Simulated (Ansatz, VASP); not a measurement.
SiNi, level by level in two programs

```
Ni Si
1.0
     5.17310    0.00000    0.00000
     0.00000    3.33810    0.00000
     0.00000    0.00000    5.60490
Ni Si
4 4
Direct
  0.99221 0.75000 0.81248
  0.50779 0.25000 0.31248
  0.49221 0.75000 0.68752
  0.00779 0.25000 0.18752
  0.67872 0.25000 0.91750
  0.82128 0.75000 0.41750
  0.17872 0.25000 0.58250
  0.32128 0.75000 0.08250
```

Single points on this cell with VASP 6.6.1 and Ansatz 0.2.0. Each row is one pair of runs. Alike in all rows: VASP's potentials, cutoff: VASP PAW PBE potentials, release 64 (Ni, Si), 520 eV; Ansatz's potentials, cutoff: Ansatz PAW, 420 eV.

```tsv
level	spin	k mesh	smearing	pressure (GPa), VASP	pressure (GPa), Ansatz	rms of the force components (eV/Å), VASP	rms of the force components (eV/Å), Ansatz
PBE	collinear, typed start	5 × 8 × 5	gaussian, width 0.014 eV	1.7	1.7	0.029	0.027
PBEsol	collinear, zero start	5 × 7 × 4	fermi-dirac, width 0.05 eV	-4.1	-4.4	0.035	0.034
PBEsol	collinear, typed start	5 × 7 × 4	fermi-dirac, width 0.05 eV	-3.6	-3.8	0.035	0.033
```

Pressure (GPa): the two programs differ by at most 0.32; rms of the force components (eV/Å): the two programs differ by at most 0.0021.

VASP's potentials hold 56 valence electrons a cell and Ansatz's 88, so a difference there can come from the potentials and not from the codes.
